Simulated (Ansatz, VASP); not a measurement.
## CuI in VASP and in Ansatz

```
Cu I
1.0
     3.61260    0.00000    0.00000
     0.00000    3.61260    0.00000
     0.00000    0.00000    3.61260
Cu I
1 1
Direct
  0.00000 0.00000 0.00000
  0.50000 0.50000 0.50000
```

Alike in both runs: task single point; functional PBE; k mesh 6 × 6 × 6; occupations fermi-dirac, width 0.02 eV; no spin polarisation.

```csv
,VASP,Ansatz
version,VASP 6.6.1,Ansatz 0.2.0
potentials or method,"VASP PAW PBE potentials, release 64 (Cu, I)","plane waves, PAW"
plane-wave cutoff (eV),520,420
valence electrons in the cell,18,36
```

```csv
,VASP,Ansatz,Ansatz less VASP
pressure (GPa),1.4,1.4,0.00
```

VASP's potentials hold 18 valence electrons a cell and Ansatz's 36, so a difference there can come from the potentials and not from the codes.

Spin-orbit coupling is off throughout.
